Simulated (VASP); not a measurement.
The system is NbRu.

```
Nb Ru
1.0
     3.18400    0.00000    0.00000
     0.00000    3.18400    0.00000
     0.00000    0.00000    3.18400
Nb Ru
1 1
Direct
  0.00000 0.00000 0.00000
  0.50000 0.50000 0.50000
```

* Program: VASP 6.6.1
* Task: relaxation of volume and atoms at fixed shape
* Functional: LDA
* Potentials or basis: VASP PAW LDA potentials, release 64 (Nb_sv, Ru_pv)
* Cutoff: 600 eV
* k mesh: 8 × 8 × 8
* Occupations: gaussian, width 0.05 eV
* Spin: no spin polarisation

At the start: pressure -14.1 GPa; volume 16.14 Å³/atom.

**Question.** Where does the relaxation end?

**Answer.** Over 7 steps the energy falls by 44.0 meV/atom and the volume is 15.19 Å³/atom (-5.9 %); space group Pm-3m (No. 221, to 0.05 Å).

The path:
```tsv
step	energy change (eV)	largest force (eV/Å)	pressure (GPa)	volume (Å³)
1	0.0000	0.0000	-14.10	32.28
2	0.5746	0.0000	56.38	26.09
3	-0.0877	0.0000	-0.99	30.50
4	-0.0880	0.0000	-0.16	30.41
5	-0.0880	0.0000	0.16	30.37
6	-0.0880	0.0000	-0.34	30.43
7	-0.0880	0.0000	0.00	30.39
```

Final structure:
```yaml
crystal:
  lattice:
    - [3.12053, 0.00000, 0.00000]
    - [0.00000, 3.12053, 0.00000]
    - [0.00000, 0.00000, 3.12053]
  atoms:
    - { symbol: Nb, position: [0.00000, 0.00000, 0.00000] }
    - { symbol: Ru, position: [0.50000, 0.50000, 0.50000] }
```
